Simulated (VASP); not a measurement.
Here is a VASP 6.6.1 calculation.

File INCAR:

```
SYSTEM = TiN
PREC = Accurate
ENCUT = 1330
EDIFF = 1E-6
ISMEAR = -1
SIGMA = 0.1
LREAL = .False.
LASPH = .True.
NELM = 200
ALGO = Normal
ISIF = 2
LWAVE = .False.
LCHARG = .False.
ISPIN = 2
MAGMOM = 1 0
LORBIT = 11
LMAXMIX = 4
LDAU = .True.
LDAUTYPE = 2
LDAUL = 2 -1
LDAUU = 3 0
LDAUJ = 0 0
LDAUPRINT = 1
GGA = PS
NBANDS = 20
GGA_COMPAT = .False.
```

File KPOINTS:

```
Automatic mesh
0
Gamma
  8 8 8
  0 0 0
```

File POSCAR:

```
TiN
1.0
    0.0000000000      2.1205000000      2.1205000000
    2.1205000000      0.0000000000      2.1205000000
    2.1205000000      2.1205000000      0.0000000000
Ti N
1 1
Direct
    0.0000000000      0.0000000000      0.0000000000
    0.5000000000      0.5000000000      0.5000000000
```

Potentials or basis: VASP PAW PBE potentials, release 64 (Ti_sv, N_h).

The run is started by

```bash
$ cat potpaw_PBE.64/Ti_sv/POTCAR potpaw_PBE.64/N_h/POTCAR > POTCAR
$ mpirun -np 1 vasp_std > vasp.out
```

Task: What does it give for the net moment?

Result: 0.00 μB per cell.

Task: What does it give for the pressure?

Result: 2.6 GPa.

Eigenvalues of the final occupation matrices:
| site | spin | trace | eigenvalues |
| --- | --- | --- | --- |
| site 1 d | 1 | 0.96 | 0.19 0.19 0.19 0.20 0.20 |
| site 1 d | 2 | 0.96 | 0.19 0.19 0.19 0.20 0.20 |

Caveat: the PAW data sets were made with another functional, which shifts forces and pressure a little.
